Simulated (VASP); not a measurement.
# Sc (I4/mmm) in VASP: a series of runs

Sc is run at these levels: r2SCAN; tasks: single point.

Everything below comes from runs of VASP 6.6.1. Logs are shortened: lines on timing, memory, paths and dates and some standing lists are left out, and cuts for length are marked.

## Step 1: The cell of the first run

Symmetry: I4/mmm, No. 139, tetragonal system. Conventional cell: a = 3.211 Å, b = 3.211 Å, c = 4.813 Å, α = 90.00°, β = 90.00°, γ = 90.00°. Sc (site symmetry 4/mmm) has 12 Sc at 3.21 to 3.31 Å within 4.2 Å.

## Step 2: Single point, r2SCAN (strain +0.0600 x Voigt [1, 0, 0, 0, 0, 0])

Contents of POSCAR:

```
Sc
1.0
    0.0000000000      2.2705000000      2.2705000000
    2.4067300000      0.0000000000      2.2705000000
    2.4067300000      2.2705000000      0.0000000000
Sc
1
Direct
    0.0000000000      0.0000000000      0.0000000000
```

Contents of INCAR.step1:

```
PREC = Accurate
ENCUT = 520
ISMEAR = 0
SIGMA = 0.15
LREAL = F
LASPH = T
NELM = 60
NBANDS = 12
GGA = PE
ALGO = Normal
EDIFF = 1E-4
LWAVE = T
LCHARG = F
```

Contents of INCAR.step2:

```
PREC = Accurate
ENCUT = 520
EDIFF = 1E-6
ISMEAR = 0
SIGMA = 0.15
LREAL = F
LASPH = T
NELM = 60
ALGO = Normal
ISIF = 2
LWAVE = F
LCHARG = F
METAGGA = R2SCAN
LMIXTAU = T
NBANDS = 12
ISTART = 1
```

Contents of KPOINTS:

```
Automatic mesh
0
Gamma
  18 18 18
```

Potentials or basis: VASP PAW PBE potentials, release 64 (Sc_sv).

The run is started by

```sh
$ cat potpaw_PBE.64/Sc_sv/POTCAR > POTCAR
$ cp INCAR.step1 INCAR
$ mpirun -np 1 vasp_std > vasp.out
$ cp INCAR.step2 INCAR
$ mpirun -np 1 vasp_std > vasp.out
```

OUTCAR:

```text
PREC = Accurate
   ENCUT = 520
   EDIFF = 1E-6
   ISMEAR = 0
   LREAL = F
   LASPH = T
   NELM = 60
   ISIF = 2
   METAGGA = R2SCAN
   ISTART = 1

 ion  position               nearest neighbor table
   1  0.000  0.000  0.000-

  LATTYP: Found a body centered tetragonal cell.
 ALAT       =     3.2109718934
 C/A-ratio  =     1.4990663761

  Lattice vectors:

 A1 = (   2.4067300000,   0.0000000000,   2.2705000000)
 A2 = (   2.4067300000,   0.0000000000,  -2.2705000000)
 A3 = (  -2.4067300000,   2.2705000000,   0.0000000000)

Analysis of symmetry for initial positions (statically):
=====================================================================
 Subroutine PRICEL returns:
 Original cell was already a primitive cell.

 Routine SETGRP: Setting up the symmetry group for a
 body centered tetragonal supercell.

 Subroutine GETGRP returns: Found 16 space group operations
 (whereof 16 operations were pure point group operations)
 out of a pool of 16 trial point group operations.

The static configuration has the point symmetry D_4h.

Analysis of symmetry for dynamics (positions and initial velocities):
=====================================================================
 Subroutine PRICEL returns:
 Original cell was already a primitive cell.

 Routine SETGRP: Setting up the symmetry group for a
 body centered tetragonal supercell.

 Subroutine GETGRP returns: Found 16 space group operations
 (whereof 16 operations were pure point group operations)
 out of a pool of 16 trial point group operations.

The dynamic configuration has the point symmetry D_4h.

 Subroutine INISYM returns: Found 16 space group operations
 (whereof 16 operations are pure point group operations),
 and found     1 'primitive' translations

----------------------------------------------------------------------------------------

                                     Primitive cell

  volume of cell :      24.8142

  direct lattice vectors                    reciprocal lattice vectors
     0.000000000  2.270500000  2.270500000    -0.207750766  0.220215811  0.220215811
     2.406730000  0.000000000  2.270500000     0.207750766 -0.220215811  0.220215811
     2.406730000  2.270500000  0.000000000     0.207750766  0.220215811 -0.220215811

  length of vectors
     3.210971893  3.308703605  3.308703605     0.374366649  0.374366649  0.374366649

  position of ions in fractional coordinates (direct lattice)
     0.000000000  0.000000000  0.000000000

  ion indices of the primitive-cell ions
   primitive index   ion index
                 1           1

----------------------------------------------------------------------------------------

 KPOINTS: Automatic mesh

Automatic generation of k-mesh.
 Grid dimensions read from file:
 generate k-points for:   18   18   18

 Generating k-lattice:

  Cartesian coordinates                     Fractional coordinates (reciprocal lattice)
    -0.011541709  0.012234212  0.012234212     0.055555556 -0.000000000 -0.000000000
     0.011541709 -0.012234212  0.012234212     0.000000000  0.055555556  0.000000000
     0.011541709  0.012234212 -0.012234212     0.000000000  0.000000000  0.055555556

  Length of vectors
     0.020798147  0.020798147  0.020798147

  Shift w.r.t. Gamma in fractional coordinates (k-lattice)
     0.000000000  0.000000000  0.000000000

 Subroutine IBZKPT returns following result:
 ===========================================

 Found    480 irreducible k-points:

 Following reciprocal coordinates:
            Coordinates               Weight
  0.000000  0.000000  0.000000      1.000000
  0.055556 -0.000000 -0.000000      8.000000
  0.111111 -0.000000 -0.000000      8.000000
  0.166667  0.000000  0.000000      8.000000
  0.222222  0.000000  0.000000      8.000000
  0.277778  0.000000  0.000000      8.000000
[... 16 lines left out ...]
 -0.277778  0.055556 -0.000000     16.000000
 -0.222222  0.055556  0.000000     16.000000
 [... further k-points ...]
   k-points           NKPTS =    480   k-points in BZ     NKDIM =    480   number of bands    NBANDS=     12
   number of dos      NEDOS =    301   number of ions     NIONS =      1
   total plane-waves  NPLWV =  18816
   dimension x,y,z NGX =    24 NGY =   28 NGZ =   28
   dimension x,y,z NGXF=    48 NGYF=   56 NGZF=   56
   ions per type =               1
   NGX,Y,Z   is equivalent  to a cutoff of  12.43, 14.07, 14.07 a.u.
   NGXF,Y,Z  is equivalent  to a cutoff of  24.85, 28.14, 28.14 a.u.
 SYSTEM =  unknown system
   PREC   = accura    normal or accurate (medium, high low for compatibility)
   ISTART =      1    job   : 0-new  1-cont  2-samecut
   ICHARG =      0    charge: 1-file 2-atom 10-const
   ISPIN  =      1    spin polarized calculation?
   LNONCOLLINEAR =      F non collinear calculations
   LSORBIT =      F    spin-orbit coupling
   LASPH  =      T    aspherical Exc in radial PAW
   ENCUT  =  520.0 eV  38.22 Ry    6.18 a.u.   5.97  6.15  6.15*2*pi/ulx,y,z
   NELM   =     60;   NELMIN=  2; NELMDL=  0     # of ELM steps
   EDIFF  = 0.1E-05   stopping-criterion for ELM
   LREAL  =      F    real-space projection
[... 7 lines left out ...]
   TEBEG  =    0.0;   TEEND  =   0.0 temperature during run
   PSTRESS=    0.0 pullay stress
   NELECT =      11.0000    total number of electrons
   NUPDOWN=      -1.0000    fix difference up-down
   EMIN   =  10.00;   EMAX   =-10.00  energy-range for DOS
   EFERMI =   0.00;   METHOD = LEGACY
   ISMEAR =     0;   SIGMA  =   0.15  broadening in eV -4-tet -1-fermi 0-gaus
   EFERMI_NEDOS =   21; number of points for ismear=-14 and -15
   IALGO  =     38    algorithm
   IMIX   =      4    mixing-type and parameters
     AMIX     =   0.40;   BMIX     =  1.00
     AMIX_MAG =   1.60;   BMIX_MAG =  1.00
  volume/ion in A,a.u.               =      24.81       167.45
  Fermi-wavevector in a.u.,A,eV,Ry     =   1.248262  2.358872 21.200012  1.558157
  Thomas-Fermi vector in A             =   2.382356
   LORBIT       =      0    0 simple, 1 ext, 2 COOP (PROOUT), +10 PAW based schemes
   METAGGA = R2SCAN    functional components
   LHFCALC =     F    Hartree Fock is set to
   AEXX    =    0.0000 exact exchange contribution
   IVDW    =     0    specifies the selected vdW correction
   LEPSILON=     F    determine dielectric tensor
   LRPA    =     F    only Hartree local field effects (RPA)
 non-spin polarized calculation
 Gauss-broadening in eV      SIGMA  =   0.15
  energy-cutoff  :      520.00
  volume of cell :       24.81
 maximum number of plane-waves:       679
   NGX = 11   NGY = 13   NGZ = 13

 number of electron      10.9999999 magnetization

 Free energy of the ion-electron system (eV)
  ---------------------------------------------------
  ext. energy  EPLUGINS =         0.00000000
  ---------------------------------------------------
  free energy    TOTEN  =       -11.30455450 eV

  energy without entropy =      -11.28229581  energy(sigma->0) =      -11.29342516

 E-fermi :   3.7394     XC(G=0): -10.5821

 val. band max:        3.7388562791   @ k =   0.5000   0.1667   0.1111
 cond. band min:       3.7418904041   @ k =  -0.3333   0.2222   0.0556
 fundamental gap:      0.0030341250
 Fermi energy:         3.7394009984

 k-point     1 :       0.0000    0.0000    0.0000
  band No.  band energies     occupation
      1     -47.8426      2.00000
      2     -25.2850      2.00000
      3     -25.2849      2.00000
      4     -25.2665      2.00000
      5      -1.8155      2.00000
      6       5.2936      0.00000
      7       5.6581      0.00000
      8       5.6581      0.00000
      9       6.7412      0.00000
     10       7.1644      0.00000
     11      16.7351      0.00000
     12      19.7110      0.00000

 k-point     2 :       0.0556   -0.0000   -0.0000
  band No.  band energies     occupation
      1     -47.8408      2.00000
      2     -25.2956      2.00000
      3     -25.2861      2.00000
      4     -25.2705      2.00000
      5      -1.7334      2.00000
      6       5.2941      0.00000
      7       5.6212      0.00000
      8       5.6888      0.00000
      9       6.7251      0.00000
     10       7.1364      0.00000
     11      16.8045      0.00000
     12      19.4209      0.00000

 k-point     3 :       0.1111   -0.0000   -0.0000
  band No.  band energies     occupation
      1     -47.8356      2.00000
      2     -25.3300      2.00000
      3     -25.2893      2.00000
      4     -25.2780      2.00000
      5      -1.4912      2.00000
      6       5.2262      0.00000
      7       5.5792      0.00000
      8       5.7713      0.00000
      9       6.6962      0.00000
     10       7.0665      0.00000
     11      16.9047      0.00000
     12      18.3498      0.00000
[... 286 lines left out ...]
 k-point    23 :      -0.2778    0.0556   -0.0000
  band No.  band energies     occupation
      1     -47.8030      2.00000
      2     -25.5383      2.00000
      3     -25.3259      2.00000
      4     -25.3088      2.00000
      5       0.2841      2.00000
      6       4.3443      0.00000
      7       5.4835      0.00000
      8       5.8393      0.00000
      9       6.9825      0.00000
     10       7.4006      0.00000
     11      13.5926      0.00000
     12      16.9812      0.00000

 k-point    24 :      -0.2222    0.0556    0.0000
  band No.  band energies     occupation
      1     -47.8133      2.00000
      2     -25.4702      2.00000
      3     -25.3179      2.00000
      4     -25.2988      2.00000
      5      -0.3399      2.00000
      6       4.6149      0.00000
      7       5.5931      0.00000
      8       5.9068      0.00000
      9       6.7296      0.00000
     10       7.2045      0.00000
     11      14.8482      0.00000
     12      17.3049      0.00000

 [... further k-points ...]

------------------------ aborting loop because EDIFF is reached ----------------------------------------

  FORCE on cell =-STRESS in cart. coord.  units (eV):
  Direction    XX          YY          ZZ          XY          YZ          ZX
  --------------------------------------------------------------------------------------
  -------------------------------------------------------------------------------------
  Total        0.0210009      0.1746945      0.1746945      0.0000000      0.0000000     -0.0000000
  in kB        1.3559616     11.2794912     11.2794912      0.0000000      0.0000000     -0.0000000
  external PRESSURE =       7.9716480 kB  Pullay stress =       0.0000000 kB

 VOLUME and BASIS-vectors are now :
 -----------------------------------------------------------------------------
  energy-cutoff  :      520.00
  volume of cell :       24.81
      direct lattice vectors                 reciprocal lattice vectors
     0.000000000  2.270500000  2.270500000    -0.207750766  0.220215811  0.220215811
     2.406730000  0.000000000  2.270500000     0.207750766 -0.220215811  0.220215811
     2.406730000  2.270500000  0.000000000     0.207750766  0.220215811 -0.220215811

 POSITION                                       TOTAL-FORCE (eV/Angst)
 -----------------------------------------------------------------------------------
      0.00000      0.00000      0.00000         0.000000      0.000000      0.000000
 -----------------------------------------------------------------------------------
    total drift:                               -0.000000     -0.000000     -0.000000

  FREE ENERGIE OF THE ION-ELECTRON SYSTEM (eV)
  ---------------------------------------------------
  free  energy   TOTEN  =       -11.3045545045 eV

  energy  without entropy=      -11.2822958061  energy(sigma->0) =      -11.29342516
```

Wall time 7.9 min (1 thread of AMD EPYC 9R45 (Zen 5), shared host); peak memory 0.23 GiB.

What came out:

```yaml
Free_energy: -11.3046 eV
Pressure: 0.8 GPa
Band_gap_on_the_k_mesh: zero (an odd number of electrons rules out a gap without spin polarisation)
```

Caveat: the cell differs from its parent crystal (strain +0.0600 x Voigt [1, 0, 0, 0, 0, 0]); the PAW data sets were made with another functional, which shifts forces and pressure a little.

## Step 3: Single point, r2SCAN (strain -0.0300 x Voigt [1, 0, 0, 0, 0, 0])

Contents of POSCAR:

```
Sc
1.0
    0.0000000000      2.2705000000      2.2705000000
    2.2023850000      0.0000000000      2.2705000000
    2.2023850000      2.2705000000      0.0000000000
Sc
1
Direct
    0.0000000000      0.0000000000      0.0000000000
```

Contents of INCAR.step1:

```
PREC = Accurate ; ENCUT = 520
ISMEAR = 0 ; SIGMA = 0.15
LREAL = F ; LASPH = T
NELM = 100 ; NBANDS = 12
GGA = PE ; ALGO = Normal
EDIFF = 1E-4 ; LWAVE = T
LCHARG = F
```

Contents of INCAR.step2:

```
PREC = Accurate ; ENCUT = 520
EDIFF = 1E-6 ; ISMEAR = 0
SIGMA = 0.15 ; LREAL = F
LASPH = T ; NELM = 100
ALGO = Normal ; ISIF = 2
LWAVE = F ; LCHARG = F
METAGGA = R2SCAN ; LMIXTAU = T
NBANDS = 12 ; ISTART = 1
```

KPOINTS is that of step 2.

Potentials or basis: VASP PAW PBE potentials, release 64 (Sc_sv).

The run is started by

```sh
$ cat potpaw_PBE.64/Sc_sv/POTCAR > POTCAR
$ cp INCAR.step1 INCAR
$ mpirun -np 1 vasp_std > vasp.out
$ cp INCAR.step2 INCAR
$ mpirun -np 1 vasp_std > vasp.out
```

OUTCAR:

```text
PREC = Accurate
   ENCUT = 520
   EDIFF = 1E-6
   ISMEAR = 0
   LREAL = F
   LASPH = T
   NELM = 100
   ISIF = 2
   METAGGA = R2SCAN
   ISTART = 1

 ion  position               nearest neighbor table
   1  0.000  0.000  0.000-

  LATTYP: Found a body centered tetragonal cell.
 ALAT       =     3.2109718934
 C/A-ratio  =     1.3717871555

  Lattice vectors:

 A1 = (  -2.2023850000,   0.0000000000,  -2.2705000000)
 A2 = (  -2.2023850000,   0.0000000000,   2.2705000000)
 A3 = (   2.2023850000,   2.2705000000,   0.0000000000)

Analysis of symmetry for initial positions (statically):
=====================================================================
 Subroutine PRICEL returns:
 Original cell was already a primitive cell.

 Routine SETGRP: Setting up the symmetry group for a
 body centered tetragonal supercell.

 Subroutine GETGRP returns: Found 16 space group operations
 (whereof 16 operations were pure point group operations)
 out of a pool of 16 trial point group operations.

The static configuration has the point symmetry D_4h.

Analysis of symmetry for dynamics (positions and initial velocities):
=====================================================================
 Subroutine PRICEL returns:
 Original cell was already a primitive cell.

 Routine SETGRP: Setting up the symmetry group for a
 body centered tetragonal supercell.

 Subroutine GETGRP returns: Found 16 space group operations
 (whereof 16 operations were pure point group operations)
 out of a pool of 16 trial point group operations.

The dynamic configuration has the point symmetry D_4h.

 Subroutine INISYM returns: Found 16 space group operations
 (whereof 16 operations are pure point group operations),
 and found     1 'primitive' translations

----------------------------------------------------------------------------------------

                                     Primitive cell
[... 114 lines left out ...]
   METAGGA = R2SCAN    functional components
   LHFCALC =     F    Hartree Fock is set to
   AEXX    =    0.0000 exact exchange contribution
   IVDW    =     0    specifies the selected vdW correction
   LEPSILON=     F    determine dielectric tensor
   LRPA    =     F    only Hartree local field effects (RPA)
 non-spin polarized calculation
 Gauss-broadening in eV      SIGMA  =   0.15
  energy-cutoff  :      520.00
  volume of cell :       22.71
 maximum number of plane-waves:       628
   NGX = 11   NGY = 11   NGZ = 11

 number of electron      11.0000001 magnetization

 Free energy of the ion-electron system (eV)
  ---------------------------------------------------
  ext. energy  EPLUGINS =         0.00000000
  ---------------------------------------------------
  free energy    TOTEN  =       -11.26118554 eV

  energy without entropy =      -11.24133702  energy(sigma->0) =      -11.25126128

 E-fermi :   4.2938     XC(G=0): -10.9694

 val. band max:        4.2916455759   @ k =  -0.3889   0.1111   0.1111
 cond. band min:       4.2986122312   @ k =  -0.1667   0.2222   0.2222
 fundamental gap:      0.0069666554
 Fermi energy:         4.2937851762

 k-point     1 :       0.0000    0.0000    0.0000
  band No.  band energies     occupation
      1     -47.0257      2.00000
      2     -24.4112      2.00000
      3     -24.4047      2.00000
      4     -24.4046      2.00000
      5      -1.4324      2.00000
      6       6.1484      0.00000
      7       6.1484      0.00000
      8       6.3424      0.00000
      9       7.7124      0.00000
     10       7.9458      0.00000
     11      17.7184      0.00000
     12      21.5576      0.00000
[... 331 lines left out ...]
 k-point    24 :      -0.2222    0.0556    0.0000
  band No.  band energies     occupation
      1     -46.9823      2.00000
      2     -24.6733      2.00000
      3     -24.4573      2.00000
      4     -24.4318      2.00000
      5       0.1698      2.00000
      6       5.1849      0.00000
      7       6.3191      0.00000
      8       6.5979      0.00000
      9       7.6174      0.00000
     10       8.0519      0.00000
     11      16.2038      0.00000
     12      18.4242      0.00000

 [... further k-points ...]

------------------------ aborting loop because EDIFF is reached ----------------------------------------

  FORCE on cell =-STRESS in cart. coord.  units (eV):
  Direction    XX          YY          ZZ          XY          YZ          ZX
  --------------------------------------------------------------------------------------
  -------------------------------------------------------------------------------------
  Total        0.9219304      0.8688236      0.8688236      0.0000000      0.0000000      0.0000000
  in kB       65.0492786     61.3021864     61.3021864      0.0000000      0.0000000      0.0000000
  external PRESSURE =      62.5512172 kB  Pullay stress =       0.0000000 kB

 VOLUME and BASIS-vectors are now :
 -----------------------------------------------------------------------------
  energy-cutoff  :      520.00
  volume of cell :       22.71
      direct lattice vectors                 reciprocal lattice vectors
     0.000000000  2.270500000  2.270500000    -0.227026610  0.220215811  0.220215811
     2.202385000  0.000000000  2.270500000     0.227026610 -0.220215811  0.220215811
     2.202385000  2.270500000  0.000000000     0.227026610  0.220215811 -0.220215811

 POSITION                                       TOTAL-FORCE (eV/Angst)
 -----------------------------------------------------------------------------------
      0.00000      0.00000      0.00000         0.000000      0.000000      0.000000
 -----------------------------------------------------------------------------------
    total drift:                               -0.000000      0.000000      0.000000

  FREE ENERGIE OF THE ION-ELECTRON SYSTEM (eV)
  ---------------------------------------------------
  free  energy   TOTEN  =       -11.2611855439 eV

  energy  without entropy=      -11.2413370182  energy(sigma->0) =      -11.25126128
```

OUTCAR.step1:

```text
PREC = Accurate
   ENCUT = 520
   ISMEAR = 0
   LREAL = F
   LASPH = T
[... 576 lines left out ...]

 POSITION                                       TOTAL-FORCE (eV/Angst)
 -----------------------------------------------------------------------------------
      0.00000      0.00000      0.00000        -0.000000     -0.000000      0.000000
 -----------------------------------------------------------------------------------
    total drift:                                0.000000      0.000000     -0.000000

  FREE ENERGIE OF THE ION-ELECTRON SYSTEM (eV)
  ---------------------------------------------------
  free  energy   TOTEN  =        -6.1814947099 eV

  energy  without entropy=       -6.1617850886  energy(sigma->0) =       -6.17163990
```

Run time: 1.7 min. Hardware: 1 thread of Intel Xeon 6975P-C (Granite Rapids), shared host; peak memory 0.24 GiB.

What came out:

* Free energy: -11.2612 eV
* Pressure: 6.3 GPa
* Band gap on the k mesh: zero (an odd number of electrons rules out a gap without spin polarisation)

Caveat: the cell differs from its parent crystal (strain -0.0300 x Voigt [1, 0, 0, 0, 0, 0]); the cell stands under pressure; the PAW data sets were made with another functional, which shifts forces and pressure a little.
